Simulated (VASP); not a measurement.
## Re: relaxation of cell and atoms with PBEsol

Re:

```
Re
1.0
     2.75000    0.00000    0.00000
    -1.37500    2.38157    0.00000
     0.00000    0.00000    4.49075
Re
2
Direct
  0.33333 0.66667 0.25000
  0.66667 0.33333 0.75000
```

```
Program                : VASP 6.6.1
Task                   : relaxation of cell and atoms
Functional             : PBEsol
Potentials or basis    : VASP PAW PBE potentials, release 64 (Re)
Cutoff                 : 600 eV
k mesh                 : 17 × 17 × 9
Occupations            : gaussian, width 0.1 eV
Spin                   : no spin polarisation
Dipole correction      : no
Further INCAR settings : ALGO = Normal; EDIFF = 1e-06; IBRION = 2; EDIFFG = -0.02; NSW = 80; ISIF = 3
```

```yaml
Relaxed_volume: 14.56 Å³/atom
Relaxed_cell: a = 2.751 Å, b = 2.751 Å, c = 4.442 Å, α = 90.00°, β = 90.00°, γ = 120.00°
Space_group_after_relaxing_to_0.1_Å: P6_3/mmc (No. 194)
Energy_gained_by_relaxing: 3.8 meV/atom
Ionic_steps: 6
Pressure_after_relaxing: 0.0 GPa
Band_gap_on_the_k_mesh: zero (bands 7 and 8 overlap by 3.18 eV)
```

Step by step:
| step | energy change (eV) | largest force (eV/Å) | pressure (GPa) | volume (Å³) |
| --- | --- | --- | --- | --- |
| 1 | 0.0000 | 0.0000 | -3.86 | 29.41 |
| 2 | 0.0646 | 0.0000 | 18.52 | 27.92 |
| 3 | -0.0065 | 0.0000 | 0.81 | 29.06 |
| 4 | -0.0065 | 0.0000 | 0.84 | 29.06 |
| 5 | -0.0058 | 0.0000 | -1.11 | 29.20 |
| 6 | -0.0076 | 0.0000 | 0.00 | 29.12 |

Final structure:
```
Re
1.0
     2.75144    0.00000    0.00000
    -1.37572    2.38282    0.00000
     0.00000    0.00000    4.44153
Re
2
Direct
  0.33333 0.66667 0.25000
  0.66667 0.33333 0.75000
```

Levels at points of the mesh, in eV from the Fermi level:
```tsv
k point	band 5	band 6	band 7	band 8	band 9	band 10
(0.00, 0.00, 0.00)	-1.60	-0.75	-0.75	0.19	0.19	0.65
```

Run time: 110 s on 1 thread of Intel(R) Xeon(R) Platinum 8488C (Sapphire Rapids), on a shared host, peak memory 0.21 GiB.

Caveat: the PAW data sets were made with another functional, which shifts forces and pressure a little; spin-orbit coupling is left out, which moves the levels of the heavy elements.
